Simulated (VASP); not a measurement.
Input of a VASP 6.6.1 run:

File INCAR:

```
SYSTEM = Te
PREC = Accurate
ENCUT = 520
EDIFF = 1E-6
ISMEAR = -5
SIGMA = 0.05
LREAL = .FALSE.
LASPH = .TRUE.
NELM = 150
ALGO = Normal
ISIF = 2
LWAVE = .FALSE.
LCHARG = .TRUE.
MAGMOM = 0 0 0
LORBIT = 11
LSORBIT = .TRUE.
GGA_COMPAT = .FALSE.
LORBMOM = .TRUE.
GGA = PE
ALDAC = 0.0
AGGAC = 0.0
LVHAR = .TRUE.
NBANDS = 17
```

The input KPOINTS:

```
Automatic mesh
0
G
  9 9 9
  0 0 0
```

File POSCAR:

```
Te
1.0
    2.3059043427      1.3313144930      1.6909537039
   -2.3059043427      1.3313144930      1.6909537039
    0.0000000000     -2.6626289860      1.6909537039
Te
1
Direct
    0.5000000000      0.5000000000      0.5000000000
```

Potentials or basis: VASP PAW PBE potentials, release 64 (Te).

The run is started by

```console
$ cat potpaw_PBE.64/Te/POTCAR > POTCAR
$ mpirun -np 1 vasp_ncl > vasp.out
```

(1) What does it give for the net moment?

(2) Estimate the pressure.

## Answers

(1) 0.00 μB per cell.

(2) 13.0 GPa.

Caveat: the cell stands under pressure.
